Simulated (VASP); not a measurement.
Input of a VASP 6.6.1 run:

File INCAR:

```
SYSTEM = SnO2
PREC     = Accurate       ! precision mode
ENCUT    = 520            ! plane-wave cutoff, eV
EDIFF    = 1E-7           ! SCF threshold, eV
ISMEAR   = 0              ! smearing method
SIGMA    = 0.05           ! smearing width, eV
LREAL    = .False.        ! projectors in reciprocal space
LASPH    = .True.         ! aspherical terms in the spheres
NELM     = 60             ! most SCF steps
ALGO     = Normal         ! electronic algorithm
ISIF     = 2              ! what is computed and relaxed
LWAVE    = .False.        ! write WAVECAR
LCHARG   = .False.        ! write CHGCAR
GGA      = CA             ! functional
NBANDS   = 35             ! bands
```

KPOINTS

```
Automatic mesh
0
Gamma
  6 6 8
  0 0 0
```

POSCAR

```
SnO2
1.0
    4.7201335122      0.0000000000      0.0000000000
    0.0000000000      4.7206343096      0.0000000000
    0.0000000000      0.0000000000      3.3377407070
Sn O
2 4
Direct
    0.5000000000      0.5000000000      0.5036858593
    0.0000000000      0.0000000000     -0.0036858593
    0.3059920350      0.3061675039     -0.0235196520
    0.8059920350      0.1938324961      0.5235196520
    0.1940079650      0.8061675039      0.5235196520
    0.6940079650      0.6938324961     -0.0235196520
```

Potentials or basis: VASP PAW LDA potentials, release 64 (Sn_d, O).

Launch:

```sh
$ cat potpaw_LDA.64/Sn_d/POTCAR potpaw_LDA.64/O/POTCAR > POTCAR
$ mpirun -np 1 vasp_std > vasp.out
```

Problem. Estimate the largest force.

Solution. 1.224 eV/Å.

Problem. What does it give for the band gap on the k mesh?

Solution. 0.52 eV.

Forces in eV/Å, atoms in the order of the input:
```
Sn   0.000  0.000 -1.170
Sn   0.000  0.000  1.170
O    0.044  0.043  1.222
O    0.044 -0.043 -1.222
O   -0.044  0.043 -1.222
O   -0.044 -0.043  1.222
```

Caveat: the cell differs from its parent crystal (atoms displaced along a vibrational mode, the cell strained); semilocal functionals underestimate gaps, and a narrow one can read as zero; spin-orbit coupling is left out, which moves the levels of the heavy elements; forces of over 1 eV/Å act on the atoms, so gaps and moduli don't describe the material at rest.
